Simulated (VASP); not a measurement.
# Zn (P6_3/mmc) in VASP: a series of runs

The runs below take Zn through single point, with PBEsol.

Everything below comes from runs of VASP 6.6.1. Logs are shortened: lines on timing, memory, paths and dates and some standing lists are left out, and cuts for length are marked.

**1. The cell of the first run**

The structure is hexagonal, space group P6_3/mmc (No. 194). Conventional cell: a = 2.647 Å, b = 2.647 Å, c = 4.913 Å, α = 90.00°, β = 90.00°, γ = 120.00°. Zn (site symmetry -6m2) has 12 Zn at 2.65 to 2.89 Å within 3.5 Å.

**2. Single point, PBEsol (14.91 Å³/atom)**

Input file INCAR:

```
  ALGO = Normal
  EDIFF = 1E-6
  ENCUT = 520
  GGA = PS
  ISIF = 2
  ISMEAR = -1
  LASPH = True
  LCHARG = False
  LREAL = False
  LWAVE = False
  NBANDS = 19
  NELM = 100
  PREC = Accurate
  SIGMA = 0.03
```

Input file KPOINTS:

```
k-points
0
Gamma
  18 18 8
```

Input file POSCAR:

```
Zn
1.0
    2.6469129636      0.0000000000      0.0000000000
   -1.3234564818      2.2922938681      0.0000000000
    0.0000000000      0.0000000000      4.9134996708
Zn
2
Direct
    0.3333333333      0.6666666667      0.2500000000
    0.6666666667      0.3333333333      0.7500000000
```

Potentials or basis: VASP PAW PBE potentials, release 64 (Zn).

Launch:

```console
cat potpaw_PBE.64/Zn/POTCAR > POTCAR
mpirun -np 1 vasp_std > vasp.out
```

OUTCAR:

```text
EDIFF = 1E-6
   ENCUT = 520
   GGA = PS
   ISIF = 2
   ISMEAR = -1
   LASPH = True
   LREAL = False
   NELM = 100
   PREC = Accurate

 ion  position               nearest neighbor table
   1  0.333  0.667  0.250-   2 2.89   2 2.89   2 2.89   2 2.89   2 2.89   2 2.89
   2  0.667  0.333  0.750-   1 2.89   1 2.89   1 2.89   1 2.89   1 2.89   1 2.89

  LATTYP: Found a hexagonal cell.
 ALAT       =     2.6469129636
 C/A-ratio  =     1.8563132745

  Lattice vectors:

 A1 = (   2.6469129636,   0.0000000000,   0.0000000000)
 A2 = (  -1.3234564818,   2.2922938681,   0.0000000000)
 A3 = (   0.0000000000,   0.0000000000,   4.9134996708)

Analysis of symmetry for initial positions (statically):
=====================================================================
 Subroutine PRICEL returns:
 Original cell was already a primitive cell.

 Routine SETGRP: Setting up the symmetry group for a
 hexagonal supercell.

 Subroutine GETGRP returns: Found 24 space group operations
 (whereof 12 operations were pure point group operations)
 out of a pool of 24 trial point group operations.

The static configuration has the point symmetry D_3d.
 The point group associated with its full space group is D_6h.

Analysis of symmetry for dynamics (positions and initial velocities):
=====================================================================
 Subroutine PRICEL returns:
 Original cell was already a primitive cell.

 Routine SETGRP: Setting up the symmetry group for a
 hexagonal supercell.

 Subroutine GETGRP returns: Found 24 space group operations
 (whereof 12 operations were pure point group operations)
 out of a pool of 24 trial point group operations.

The dynamic configuration has the point symmetry D_3d.
 The point group associated with its full space group is D_6h.

 Subroutine INISYM returns: Found 24 space group operations
 (whereof 12 operations are pure point group operations),
 and found     1 'primitive' translations

----------------------------------------------------------------------------------------

                                     Primitive cell

  volume of cell :      29.8127

  direct lattice vectors                    reciprocal lattice vectors
     2.646912964  0.000000000  0.000000000     0.377798595  0.218122121  0.000000000
    -1.323456482  2.292293868  0.000000000     0.000000000  0.436244242  0.000000000
     0.000000000  0.000000000  4.913499671     0.000000000  0.000000000  0.203520925

  length of vectors
     2.646912964  2.646912964  4.913499671     0.436244242  0.436244242  0.203520925

  position of ions in fractional coordinates (direct lattice)
     0.333333333  0.666666667  0.250000000
     0.666666667  0.333333333  0.750000000

  ion indices of the primitive-cell ions
   primitive index   ion index
                 1           1
                 2           2

----------------------------------------------------------------------------------------

 KPOINTS: k-points

Automatic generation of k-mesh.
 Grid dimensions read from file:
 generate k-points for:   18   18    8

 Generating k-lattice:

  Cartesian coordinates                     Fractional coordinates (reciprocal lattice)
     0.020988811  0.012117896  0.000000000     0.055555556  0.000000000  0.000000000
     0.000000000  0.024235791  0.000000000     0.000000000  0.055555556  0.000000000
     0.000000000  0.000000000  0.025440116     0.000000000  0.000000000  0.125000000

  Length of vectors
     0.024235791  0.024235791  0.025440116

  Shift w.r.t. Gamma in fractional coordinates (k-lattice)
     0.000000000  0.000000000  0.000000000

 Subroutine IBZKPT returns following result:
 ===========================================

 Found    185 irreducible k-points:

 Following reciprocal coordinates:
            Coordinates               Weight
  0.000000  0.000000  0.000000      1.000000
  0.055556  0.000000  0.000000      6.000000
  0.111111  0.000000  0.000000      6.000000
  0.166667  0.000000  0.000000      6.000000
  0.222222 -0.000000  0.000000      6.000000
  0.277778  0.000000  0.000000      6.000000
[... 16 lines left out ...]
  0.333333  0.111111  0.000000     12.000000
  0.388889  0.111111  0.000000     12.000000
 [... further k-points ...]
   k-points           NKPTS =    185   k-points in BZ     NKDIM =    185   number of bands    NBANDS=     19
   number of dos      NEDOS =    301   number of ions     NIONS =      2
   total plane-waves  NPLWV =  16000
   dimension x,y,z NGX =    20 NGY =   20 NGZ =   40
   dimension x,y,z NGXF=    40 NGYF=   40 NGZF=   80
   ions per type =               2
   NGX,Y,Z   is equivalent  to a cutoff of  12.56, 12.56, 13.53 a.u.
   NGXF,Y,Z  is equivalent  to a cutoff of  25.12, 25.12, 27.07 a.u.
 SYSTEM =  unknown system
   PREC   = accura    normal or accurate (medium, high low for compatibility)
   ISTART =      0    job   : 0-new  1-cont  2-samecut
   ICHARG =      2    charge: 1-file 2-atom 10-const
   ISPIN  =      1    spin polarized calculation?
   LNONCOLLINEAR =      F non collinear calculations
   LSORBIT =      F    spin-orbit coupling
   LASPH  =      T    aspherical Exc in radial PAW
   ENCUT  =  520.0 eV  38.22 Ry    6.18 a.u.   4.92  4.92  9.14*2*pi/ulx,y,z
   NELM   =    100;   NELMIN=  2; NELMDL= -5     # of ELM steps
   EDIFF  = 0.1E-05   stopping-criterion for ELM
   LREAL  =      F    real-space projection
   EDIFFG = 0.1E-04   stopping-criterion for IOM
   NSW    =      0    number of steps for IOM
   IBRION =     -1    ionic relax: 0-MD 1-quasi-New 2-CG
   NFREE  =      0    steps in history (QN), initial steepest desc. (CG)
   ISIF   =      2    stress and relaxation
   ISYM   =      2    0-nonsym 1-usesym 2-fastsym
   POTIM  = 0.5000    time-step for ionic-motion
   TEBEG  =    0.0;   TEEND  =   0.0 temperature during run
   PSTRESS=    0.0 pullay stress
   NELECT =      24.0000    total number of electrons
   NUPDOWN=      -1.0000    fix difference up-down
   EMIN   =  10.00;   EMAX   =-10.00  energy-range for DOS
   EFERMI =   0.00;   METHOD = LEGACY
   ISMEAR =    -1;   SIGMA  =   0.03  broadening in eV -4-tet -1-fermi 0-gaus
   EFERMI_NEDOS =   21; number of points for ismear=-14 and -15
   IALGO  =     38    algorithm
   IMIX   =      4    mixing-type and parameters
     AMIX     =   0.40;   BMIX     =  1.00
     AMIX_MAG =   1.60;   BMIX_MAG =  1.00
  volume/ion in A,a.u.               =      14.91       100.59
  Fermi-wavevector in a.u.,A,eV,Ry     =   1.522924  2.877909 31.555966  2.319298
  Thomas-Fermi vector in A             =   2.631437
   LORBIT       =      0    0 simple, 1 ext, 2 COOP (PROOUT), +10 PAW based schemes
   GGA     = PS    functional components
   LHFCALC =     F    Hartree Fock is set to
   AEXX    =    0.0000 exact exchange contribution
   IVDW    =     0    specifies the selected vdW correction
   LEPSILON=     F    determine dielectric tensor
   LRPA    =     F    only Hartree local field effects (RPA)
 non-spin polarized calculation
  energy-cutoff  :      520.00
  volume of cell :       29.81
 maximum number of plane-waves:       825
 NGX is ok and might be reduce to    20
   NGX =  9   NGY =  9   NGZ = 19

 number of electron      24.0000013 magnetization

 Free energy of the ion-electron system (eV)
  ---------------------------------------------------
  ext. energy  EPLUGINS =         0.00000000
  ---------------------------------------------------
  free energy    TOTEN  =        -3.15593277 eV

  energy without entropy =       -3.15445320  energy(sigma->0) =       -3.15519298

 E-fermi :   3.2328     XC(G=0): -11.8068

 val. band max:        3.2052072352   @ k =   0.3333   0.2778   0.0000
 cond. band min:       3.2346390615   @ k =   0.3333   0.2222   0.2500
 fundamental gap:      0.0294318263
 Fermi energy:         3.2327758458

 k-point     1 :       0.0000    0.0000    0.0000
  band No.  band energies     occupation
      1      -7.4951      2.00000
      2      -5.5985      2.00000
      3      -4.8594      2.00000
      4      -4.6220      2.00000
      5      -4.6220      2.00000
      6      -4.5696      2.00000
[... 11 lines left out ...]
     18      22.3966      0.00000
     19      22.3975      0.00000

 k-point     2 :       0.0556    0.0000    0.0000
  band No.  band energies     occupation
      1      -7.4021      2.00000
      2      -5.5566      2.00000
      3      -4.8495      2.00000
      4      -4.6316      2.00000
      5      -4.5996      2.00000
      6      -4.5802      2.00000
[... 11 lines left out ...]
     18      21.5191      0.00000
     19      23.2803      0.00000

 k-point     3 :       0.1111    0.0000    0.0000
  band No.  band energies     occupation
      1      -7.1267      2.00000
      2      -5.4421      2.00000
      3      -4.8272      2.00000
      4      -4.6532      2.00000
      5      -4.6017      2.00000
      6      -4.5344      2.00000
[... 11 lines left out ...]
     18      20.8558      0.00000
     19      22.4846      0.00000

 k-point     4 :       0.1667    0.0000    0.0000
  band No.  band energies     occupation
      1      -6.6829      2.00000
      2      -5.2935      2.00000
      3      -4.8102      2.00000
      4      -4.6824      2.00000
      5      -4.5819      2.00000
      6      -4.4796      2.00000
[... 11 lines left out ...]
     18      19.5707      0.00000
     19      20.5131      0.00000

 k-point     5 :       0.2222   -0.0000    0.0000
  band No.  band energies     occupation
      1      -6.1171      2.00000
      2      -5.1899      2.00000
      3      -4.7710      2.00000
      4      -4.6984      2.00000
      5      -4.6654      2.00000
      6      -4.4656      2.00000
[... 11 lines left out ...]
     18      18.9533      0.00000
     19      19.2170      0.00000

 k-point     6 :       0.2778    0.0000    0.0000
  band No.  band energies     occupation
      1      -5.5914      2.00000
      2      -5.1887      2.00000
      3      -4.8324      2.00000
      4      -4.6997      2.00000
      5      -4.5888      2.00000
      6      -4.4499      2.00000
[... 11 lines left out ...]
     18      18.4468      0.00000
     19      19.7876      0.00000

 k-point     7 :       0.3333   -0.0000    0.0000
  band No.  band energies     occupation
      1      -5.3654      2.00000
      2      -5.2346      2.00000
      3      -4.9659      2.00000
      4      -4.6114      2.00000
      5      -4.5228      2.00000
      6      -4.4138      2.00000
[... 11 lines left out ...]
     18      18.0524      0.00000
     19      19.8180      0.00000

 k-point     8 :       0.3889   -0.0000    0.0000
  band No.  band energies     occupation
      1      -5.3513      2.00000
      2      -5.2719      2.00000
      3      -5.0614      2.00000
      4      -4.5814      2.00000
      5      -4.5315      2.00000
      6      -4.4434      2.00000
[... 256 lines left out ...]
 k-point    20 :       0.1667    0.1111    0.0000
  band No.  band energies     occupation
      1      -5.8746      2.00000
      2      -5.0863      2.00000
      3      -4.8460      2.00000
      4      -4.7049      2.00000
      5      -4.7027      2.00000
      6      -4.5708      2.00000
[... 11 lines left out ...]
     18      18.4979      0.00000
     19      19.2485      0.00000

 k-point    21 :       0.2222    0.1111    0.0000
  band No.  band energies     occupation
      1      -5.3740      2.00000
      2      -5.0857      2.00000
      3      -4.8454      2.00000
      4      -4.7492      2.00000
      5      -4.6814      2.00000
      6      -4.5247      2.00000
[... 11 lines left out ...]
     18      17.6987      0.00000
     19      18.7162      0.00000

 k-point    22 :       0.2778    0.1111    0.0000
  band No.  band energies     occupation
      1      -5.2028      2.00000
      2      -5.1327      2.00000
      3      -4.9596      2.00000
      4      -4.6050      2.00000
      5      -4.5706      2.00000
      6      -4.5348      2.00000
[... 11 lines left out ...]
     18      17.0422      0.00000
     19      18.2028      0.00000

 k-point    23 :       0.3333    0.1111    0.0000
  band No.  band energies     occupation
      1      -5.2361      2.00000
      2      -5.1563      2.00000
      3      -5.0413      2.00000
      4      -4.6024      2.00000
      5      -4.5249      2.00000
      6      -4.4573      2.00000
[... 11 lines left out ...]
     18      16.5537      0.00000
     19      17.8075      0.00000

 k-point    24 :       0.3889    0.1111    0.0000
  band No.  band energies     occupation
      1      -5.2764      2.00000
      2      -5.1795      2.00000
      3      -5.0898      2.00000
      4      -4.6195      2.00000
      5      -4.4959      2.00000
      6      -4.4737      2.00000
[... 11 lines left out ...]
     18      16.2526      0.00000
     19      17.5650      0.00000

 [... further k-points ...]

------------------------ aborting loop because EDIFF is reached ----------------------------------------

  FORCE on cell =-STRESS in cart. coord.  units (eV):
  Direction    XX          YY          ZZ          XY          YZ          ZX
  --------------------------------------------------------------------------------------
  -------------------------------------------------------------------------------------
  Total       -0.7752649     -0.7752649     -0.4922500      0.0000000     -0.0000000      0.0000000
  in kB      -41.6638890    -41.6638890    -26.4542482      0.0000000     -0.0000000      0.0000000
  external PRESSURE =     -36.5940087 kB  Pullay stress =       0.0000000 kB

 VOLUME and BASIS-vectors are now :
 -----------------------------------------------------------------------------
  energy-cutoff  :      520.00
  volume of cell :       29.81
      direct lattice vectors                 reciprocal lattice vectors
     2.646912964  0.000000000  0.000000000     0.377798595  0.218122121  0.000000000
    -1.323456482  2.292293868  0.000000000     0.000000000  0.436244242  0.000000000
     0.000000000  0.000000000  4.913499671     0.000000000  0.000000000  0.203520925

 POSITION                                       TOTAL-FORCE (eV/Angst)
 -----------------------------------------------------------------------------------
     -0.00000      1.52820      1.22837        -0.000000      0.000000      0.000000
      1.32346      0.76410      3.68512         0.000000      0.000000      0.000000
 -----------------------------------------------------------------------------------
    total drift:                               -0.000000      0.000000      0.000000

  FREE ENERGIE OF THE ION-ELECTRON SYSTEM (eV)
  ---------------------------------------------------
  free  energy   TOTEN  =        -3.1559327687 eV

  energy  without entropy=       -3.1544532011  energy(sigma->0) =       -3.15519298
```

It took 28 s on 1 thread of Intel Xeon 6975P-C (Granite Rapids), shared host; peak memory 0.2 GiB.

Results:

| Item | Value |
| --- | --- |
| Free energy | -3.1559 eV |
| Pressure | -3.7 GPa |
| Band gap on the k mesh | zero (bands 12 and 13 overlap by 4.64 eV) |

Stress tensor (GPa, compression positive):
```
-4.17  0.00  0.00
 0.00 -4.17  0.00
 0.00  0.00 -2.65
```

Levels at points of the mesh, in eV from the Fermi level:
| k point | band 9 | band 10 | band 11 | band 12 | band 13 | band 14 | band 15 | band 16 |
| --- | --- | --- | --- | --- | --- | --- | --- | --- |
| (0.00, 0.00, 0.00) | -7.46 | -7.24 | -7.24 | -3.90 | -3.17 | 13.64 | 17.30 | 17.51 |
| (0.50, 0.00, 0.00) | -7.06 | -7.04 | -3.07 | -2.33 | 2.51 | 3.40 | 4.05 | 5.60 |
| (0.00, 0.00, 0.50) | -7.33 | -7.33 | -7.33 | -7.33 | 4.49 | 4.49 | 18.82 | 18.82 |
| (0.50, 0.00, 0.50) | -7.05 | -7.05 | -2.09 | -2.09 | 0.00 | 0.00 | 10.10 | 10.10 |

Caveat: the cell stands under tension; the PAW data sets were made with another functional, which shifts forces and pressure a little.

**3. Single point, PBEsol (zz strain of -1 %)**

Input file INCAR:

```
PREC = Accurate
ENCUT = 520
EDIFF = 1E-7
ISMEAR = -1
SIGMA = 0.03
LREAL = F
LASPH = T
NELM = 80
ALGO = Normal
ISIF = 2
LWAVE = F
LCHARG = T
GGA = PS
LELF = T
LVHAR = T
NBANDS = 19
```

Input file KPOINTS:

```
regular mesh
0
Gamma
  18 18 8
```

Input file POSCAR:

```
Zn
1.0
    2.6647980532      0.0000000000      0.0000000000
   -1.3323990266      2.3077828100      0.0000000000
    0.0000000000      0.0000000000      4.8972330000
Zn
2
Direct
    0.3333333333      0.6666666667      0.2500000000
    0.6666666667      0.3333333333      0.7500000000
```

Potentials or basis: VASP PAW PBE potentials, release 64 (Zn).

Launch:

```console
cat potpaw_PBE.64/Zn/POTCAR > POTCAR
mpirun -np 1 vasp_std > vasp.out
```

Wall time 31 s (1 thread of Intel Xeon 6975P-C (Granite Rapids), shared host); peak memory 0.2 GiB.

It converged, with:

```
Free energy            : -3.1460 eV
Pressure               : -4.5 GPa
Band gap on the k mesh : zero (bands 12 and 13 overlap by 4.47 eV)
```

Stress tensor (GPa, compression positive):
```
-5.13  0.00  0.00
 0.00 -5.13  0.00
 0.00  0.00 -3.34
```

Levels at points of the mesh, in eV from the Fermi level:
| k point | band 8 | band 9 | band 10 | band 11 | band 12 | band 13 | band 14 | band 15 | band 16 | band 17 |
| --- | --- | --- | --- | --- | --- | --- | --- | --- | --- | --- |
| (0.00, 0.00, 0.00) | -7.43 | -7.43 | -7.21 | -7.21 | -3.79 | -3.05 | 13.90 | 17.18 | 17.18 | 17.47 |
| (0.50, 0.00, 0.00) | -7.22 | -7.04 | -7.02 | -3.06 | -2.37 | 2.56 | 3.39 | 4.05 | 5.60 | 9.89 |
| (0.00, 0.00, 0.50) | -7.77 | -7.30 | -7.30 | -7.30 | -7.30 | 4.66 | 4.66 | 18.50 | 18.50 | 18.50 |
| (0.50, 0.00, 0.50) | -7.23 | -7.03 | -7.03 | -2.06 | -2.06 | -0.05 | -0.05 | 10.17 | 10.17 | 11.75 |

Caveat: the cell differs from its parent crystal (zz strain of -1 %); the cell stands under tension; the PAW data sets were made with another functional, which shifts forces and pressure a little.

(Part 1 of 2 ends here.)
